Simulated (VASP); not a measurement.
# Pb (Fm-3m) in VASP: single point with PBE

Aim: the single point of Pb with PBE.

Program: VASP 6.6.1. These are calculated values, not measurements. Logs are shortened: lines on timing, memory, paths and dates and some standing lists are left out, and cuts for length are marked.

## 1. The cell of the first run

Symmetry: Fm-3m, No. 225, cubic system. The conventional cell has a = 4.940 Å, b = 4.940 Å, c = 4.940 Å, α = 90.00°, β = 90.00°, γ = 90.00°. Within 4.6 Å of Pb (site symmetry m-3m) lie 12 Pb at 3.49 Å.

## 2. Single point, PBE

The input, INCAR:

```
ALGO     = Normal         # electronic algorithm
EDIFF    = 1E-6           # SCF threshold, eV
ENCUT    = 500            # plane-wave cutoff, eV
GGA      = PE             # functional
GGA_COMPAT= F            
ISIF     = 2              # what is computed and relaxed
ISMEAR   = 0              # smearing method
LASPH    = T              # aspherical terms in the spheres
LCHARG   = F              # write CHGCAR
LREAL    = F              # projectors in reciprocal space
LWAVE    = F              # write WAVECAR
NBANDS   = 13             # bands
NELM     = 120            # most SCF steps
PREC     = Accurate       # precision mode
SIGMA    = 0.1            # smearing width, eV
```

The input, KPOINTS:

```
k-points
0
Gamma
  6 6 6
```

The input, POSCAR:

```
Pb
1.0
    0.0000000000      2.4698000000      2.4698000000
    2.4698000000      0.0000000000      2.4698000000
    2.4698000000      2.4698000000      0.0000000000
Pb
1
Direct
    0.0000000000      0.0000000000      0.0000000000
```

Potentials or basis: VASP PAW PBE potentials, release 64 (Pb_d).

On the command line:

```bash
> cat potpaw_PBE.64/Pb_d/POTCAR > POTCAR
> mpirun -np 1 vasp_std > vasp.out
```

OUTCAR:

```text
EDIFF = 1E-6
   ENCUT = 500
   GGA = PE
   ISIF = 2
   ISMEAR = 0
   LASPH = T
   LREAL = F
   NELM = 120
   PREC = Accurate

 ion  position               nearest neighbor table
   1  0.000  0.000  0.000-

  LATTYP: Found a face centered cubic cell.
 ALAT       =     4.9396000000

  Lattice vectors:

 A1 = (   0.0000000000,   2.4698000000,   2.4698000000)
 A2 = (   2.4698000000,   0.0000000000,   2.4698000000)
 A3 = (   2.4698000000,   2.4698000000,   0.0000000000)

Analysis of symmetry for initial positions (statically):
=====================================================================
 Subroutine PRICEL returns:
 Original cell was already a primitive cell.

 Routine SETGRP: Setting up the symmetry group for a
 face centered cubic supercell.

 Subroutine GETGRP returns: Found 48 space group operations
 (whereof 48 operations were pure point group operations)
 out of a pool of 48 trial point group operations.

The static configuration has the point symmetry O_h .

Analysis of symmetry for dynamics (positions and initial velocities):
=====================================================================
 Subroutine PRICEL returns:
 Original cell was already a primitive cell.

 Routine SETGRP: Setting up the symmetry group for a
 face centered cubic supercell.

 Subroutine GETGRP returns: Found 48 space group operations
 (whereof 48 operations were pure point group operations)
 out of a pool of 48 trial point group operations.

The dynamic configuration has the point symmetry O_h .

 Subroutine INISYM returns: Found 48 space group operations
 (whereof 48 operations are pure point group operations),
 and found     1 'primitive' translations

----------------------------------------------------------------------------------------

                                     Primitive cell

  volume of cell :      30.1311

  direct lattice vectors                    reciprocal lattice vectors
     0.000000000  2.469800000  2.469800000    -0.202445542  0.202445542  0.202445542
     2.469800000  0.000000000  2.469800000     0.202445542 -0.202445542  0.202445542
     2.469800000  2.469800000  0.000000000     0.202445542  0.202445542 -0.202445542

  length of vectors
     3.492824656  3.492824656  3.492824656     0.350645965  0.350645965  0.350645965

  position of ions in fractional coordinates (direct lattice)
     0.000000000  0.000000000  0.000000000

  ion indices of the primitive-cell ions
   primitive index   ion index
                 1           1

----------------------------------------------------------------------------------------

 KPOINTS: k-points

Automatic generation of k-mesh.
 Grid dimensions read from file:
 generate k-points for:    6    6    6

 Generating k-lattice:

  Cartesian coordinates                     Fractional coordinates (reciprocal lattice)
    -0.033740924  0.033740924  0.033740924     0.166666667  0.000000000  0.000000000
     0.033740924 -0.033740924  0.033740924     0.000000000  0.166666667  0.000000000
     0.033740924  0.033740924 -0.033740924     0.000000000  0.000000000  0.166666667

  Length of vectors
     0.058440994  0.058440994  0.058440994

  Shift w.r.t. Gamma in fractional coordinates (k-lattice)
     0.000000000  0.000000000  0.000000000

 Subroutine IBZKPT returns following result:
 ===========================================

 Found     16 irreducible k-points:

 Following reciprocal coordinates:
            Coordinates               Weight
  0.000000  0.000000  0.000000      1.000000
  0.166667  0.000000  0.000000      8.000000
  0.333333  0.000000  0.000000      8.000000
  0.500000  0.000000  0.000000      4.000000
  0.166667  0.166667  0.000000      6.000000
  0.333333  0.166667  0.000000     24.000000
[... 8 lines left out ...]
 -0.333333  0.333333  0.166667     24.000000
 -0.333333  0.500000  0.166667     12.000000
   k-points           NKPTS =     16   k-points in BZ     NKDIM =     16   number of bands    NBANDS=     13
   number of dos      NEDOS =    301   number of ions     NIONS =      1
   total plane-waves  NPLWV =  21952
   dimension x,y,z NGX =    28 NGY =   28 NGZ =   28
   dimension x,y,z NGXF=    56 NGYF=   56 NGZF=   56
   ions per type =               1
   NGX,Y,Z   is equivalent  to a cutoff of  13.33, 13.33, 13.33 a.u.
   NGXF,Y,Z  is equivalent  to a cutoff of  26.65, 26.65, 26.65 a.u.
 SYSTEM =  unknown system
   PREC   = accura    normal or accurate (medium, high low for compatibility)
   ISTART =      0    job   : 0-new  1-cont  2-samecut
   ICHARG =      2    charge: 1-file 2-atom 10-const
   ISPIN  =      1    spin polarized calculation?
   LNONCOLLINEAR =      F non collinear calculations
   LSORBIT =      F    spin-orbit coupling
   LASPH  =      T    aspherical Exc in radial PAW
   ENCUT  =  500.0 eV  36.75 Ry    6.06 a.u.   6.37  6.37  6.37*2*pi/ulx,y,z
   NELM   =    120;   NELMIN=  2; NELMDL= -5     # of ELM steps
   EDIFF  = 0.1E-05   stopping-criterion for ELM
   LREAL  =      F    real-space projection
   EDIFFG = 0.1E-04   stopping-criterion for IOM
   NSW    =      0    number of steps for IOM
   IBRION =     -1    ionic relax: 0-MD 1-quasi-New 2-CG
   NFREE  =      0    steps in history (QN), initial steepest desc. (CG)
   ISIF   =      2    stress and relaxation
   ISYM   =      2    0-nonsym 1-usesym 2-fastsym
   POTIM  = 0.5000    time-step for ionic-motion
   TEBEG  =    0.0;   TEEND  =   0.0 temperature during run
   PSTRESS=    0.0 pullay stress
   NELECT =      14.0000    total number of electrons
   NUPDOWN=      -1.0000    fix difference up-down
   EMIN   =  10.00;   EMAX   =-10.00  energy-range for DOS
   EFERMI =   0.00;   METHOD = LEGACY
   ISMEAR =     0;   SIGMA  =   0.10  broadening in eV -4-tet -1-fermi 0-gaus
   EFERMI_NEDOS =   21; number of points for ismear=-14 and -15
   IALGO  =     38    algorithm
   IMIX   =      4    mixing-type and parameters
     AMIX     =   0.40;   BMIX     =  1.00
     AMIX_MAG =   1.60;   BMIX_MAG =  1.00
  volume/ion in A,a.u.               =      30.13       203.33
  Fermi-wavevector in a.u.,A,eV,Ry     =   1.267980  2.396135 21.875082  1.607773
  Thomas-Fermi vector in A             =   2.401099
   LORBIT       =      0    0 simple, 1 ext, 2 COOP (PROOUT), +10 PAW based schemes
   GGA     = PE    functional components
   LHFCALC =     F    Hartree Fock is set to
   AEXX    =    0.0000 exact exchange contribution
   IVDW    =     0    specifies the selected vdW correction
   LEPSILON=     F    determine dielectric tensor
   LRPA    =     F    only Hartree local field effects (RPA)
 non-spin polarized calculation
 Gauss-broadening in eV      SIGMA  =   0.10
  energy-cutoff  :      500.00
  volume of cell :       30.13
 maximum number of plane-waves:       778
 NGX is ok and might be reduce to    28
   NGX = 13   NGY = 13   NGZ = 13

 number of electron      13.9999999 magnetization

 Free energy of the ion-electron system (eV)
  ---------------------------------------------------
  ext. energy  EPLUGINS =         0.00000000
  ---------------------------------------------------
  free energy    TOTEN  =        -3.44829337 eV

  energy without entropy =       -3.44336917  energy(sigma->0) =       -3.44583127

 E-fermi :   7.5029     XC(G=0): -10.2057

 val. band max:        7.3657998478   @ k =  -0.3333   0.3333   0.1667
 cond. band min:       7.5742921745   @ k =   0.3333   0.1667   0.0000
 fundamental gap:      0.2084923267
 Fermi energy:         7.5028773998

 k-point     1 :       0.0000    0.0000    0.0000
  band No.  band energies     occupation
      1      -9.6970      2.00000
      2      -9.6970      2.00000
      3      -9.6970      2.00000
      4      -9.5581      2.00000
      5      -9.5581      2.00000
      6      -4.4328      2.00000
      7      14.8318      0.00000
      8      14.8318      0.00000
      9      14.8318      0.00000
     10      17.1271      0.00000
     11      18.8002      0.00000
     12      19.8918      0.00000
     13      19.8918      0.00000

 k-point     2 :       0.1667    0.0000    0.0000
  band No.  band energies     occupation
      1      -9.6996      2.00000
      2      -9.6673      2.00000
      3      -9.6673      2.00000
      4      -9.5521      2.00000
      5      -9.5521      2.00000
      6      -3.8938      2.00000
      7      10.6920      0.00000
      8      14.2607      0.00000
      9      14.2607      0.00000
     10      16.5551      0.00000
     11      20.0032      0.00000
     12      20.5553      0.00000
     13      20.5561      0.00000

 k-point     3 :       0.3333    0.0000    0.0000
  band No.  band energies     occupation
      1      -9.7154      2.00000
      2      -9.6722      2.00000
      3      -9.6722      2.00000
      4      -9.4731      2.00000
      5      -9.4731      2.00000
      6      -2.3242      2.00000
      7       5.8253      2.00000
      8      13.3666      0.00000
      9      13.3666      0.00000
     10      16.3248      0.00000
     11      17.9583      0.00000
     12      19.1165      0.00000
     13      19.1165      0.00000

 k-point     4 :       0.5000    0.0000    0.0000
  band No.  band energies     occupation
      1      -9.7276      2.00000
      2      -9.6884      2.00000
      3      -9.6884      2.00000
      4      -9.4187      2.00000
      5      -9.4187      2.00000
      6      -0.7674      2.00000
      7       3.1254      2.00000
      8      12.9799      0.00000
      9      12.9799      0.00000
     10      16.6114      0.00000
     11      16.8863      0.00000
     12      18.6031      0.00000
     13      18.6031      0.00000

 k-point     5 :       0.1667    0.1667    0.0000
  band No.  band energies     occupation
      1      -9.7391      2.00000
      2      -9.6221      2.00000
      3      -9.6221      2.00000
      4      -9.6046      2.00000
      5      -9.5268      2.00000
      6      -3.7148      2.00000
      7      11.8309      0.00000
      8      12.6901      0.00000
      9      12.6901      0.00000
     10      15.7067      0.00000
     11      17.1722      0.00000
     12      22.5496      0.00000
     13      22.7714      0.00000
[... 129 lines left out ...]
 k-point    14 :       0.5000    0.3333    0.1667
  band No.  band energies     occupation
      1      -9.7273      2.00000
      2      -9.6826      2.00000
      3      -9.5815      2.00000
      4      -9.4691      2.00000
      5      -9.4574      2.00000
      6      -1.0343      2.00000
      7       6.2695      2.00000
      8       8.1149      0.00000
      9      10.4113      0.00000
     10      16.5874      0.00000
     11      17.5800      0.00000
     12      19.7552      0.00000
     13      24.5113      0.00000

 k-point    15 :      -0.3333    0.3333    0.1667
  band No.  band energies     occupation
      1      -9.7040      2.00000
      2      -9.6602      2.00000
      3      -9.5673      2.00000
      4      -9.5289      2.00000
      5      -9.4163      2.00000
      6       0.2221      2.00000
      7       4.7225      2.00000
      8       7.3658      1.94745
      9       9.3936      0.00000
     10      16.7972      0.00000
     11      18.7465      0.00000
     12      21.6133      0.00000
     13      21.6655      0.00000

 k-point    16 :      -0.3333    0.5000    0.1667
  band No.  band energies     occupation
      1      -9.7529      2.00000
      2      -9.7169      2.00000
      3      -9.5126      2.00000
      4      -9.4851      2.00000
      5      -9.3820      2.00000
      6       0.7394      2.00000
      7       4.9459      2.00000
      8       7.2877      1.99766
      9       7.9470      0.00000
     10      16.2080      0.00000
     11      17.0822      0.00000
     12      22.2226      0.00000
     13      22.6277      0.00000

------------------------ aborting loop because EDIFF is reached ----------------------------------------

  FORCE on cell =-STRESS in cart. coord.  units (eV):
  Direction    XX          YY          ZZ          XY          YZ          ZX
  --------------------------------------------------------------------------------------
  -------------------------------------------------------------------------------------
  Total        0.6717075      0.6717075      0.6717075     -0.0000000     -0.0000000      0.0000000
  in kB       35.7170370     35.7170370     35.7170370     -0.0000000     -0.0000000      0.0000000
  external PRESSURE =      35.7170370 kB  Pullay stress =       0.0000000 kB

 VOLUME and BASIS-vectors are now :
 -----------------------------------------------------------------------------
  energy-cutoff  :      500.00
  volume of cell :       30.13
      direct lattice vectors                 reciprocal lattice vectors
     0.000000000  2.469800000  2.469800000    -0.202445542  0.202445542  0.202445542
     2.469800000  0.000000000  2.469800000     0.202445542 -0.202445542  0.202445542
     2.469800000  2.469800000  0.000000000     0.202445542  0.202445542 -0.202445542

 POSITION                                       TOTAL-FORCE (eV/Angst)
 -----------------------------------------------------------------------------------
      0.00000      0.00000      0.00000         0.000000      0.000000     -0.000000
 -----------------------------------------------------------------------------------
    total drift:                               -0.000000     -0.000000     -0.000000

  FREE ENERGIE OF THE ION-ELECTRON SYSTEM (eV)
  ---------------------------------------------------
  free  energy   TOTEN  =        -3.4482933727 eV

  energy  without entropy=       -3.4433691683  energy(sigma->0) =       -3.44583127
```

Run time: 12 s. Hardware: 1 thread of Intel Xeon 8259CL, shared host; peak memory 0.15 GiB.

Results:

```yaml
Free_energy: -3.4483 eV
Pressure: 3.6 GPa
Band_gap_on_the_k_mesh: zero (bands 7 and 8 overlap by 9.03 eV)
```

Levels at points of the mesh, in eV from the Fermi level:
```tsv
k point	band 3	band 4	band 5	band 6	band 7	band 8	band 9	band 10	band 11	band 12
(0.00, 0.00, 0.00)	-17.20	-17.06	-17.06	-11.94	7.33	7.33	7.33	9.62	11.30	12.39
(0.50, 0.00, 0.00)	-17.19	-16.92	-16.92	-8.27	-4.38	5.48	5.48	9.11	9.38	11.10
(0.50, 0.50, 0.00)	-16.94	-16.88	-16.88	-6.84	-3.44	1.92	1.92	5.27	6.52	18.15
```

Caveat: the k points lie up to 0.37 Å⁻¹ apart, too coarse for converged energies and pressures of a metal; spin-orbit coupling is left out, which moves the levels of the heavy elements.

The gap in the log of VASP goes by the Fermi energy; the results here count the filled bands.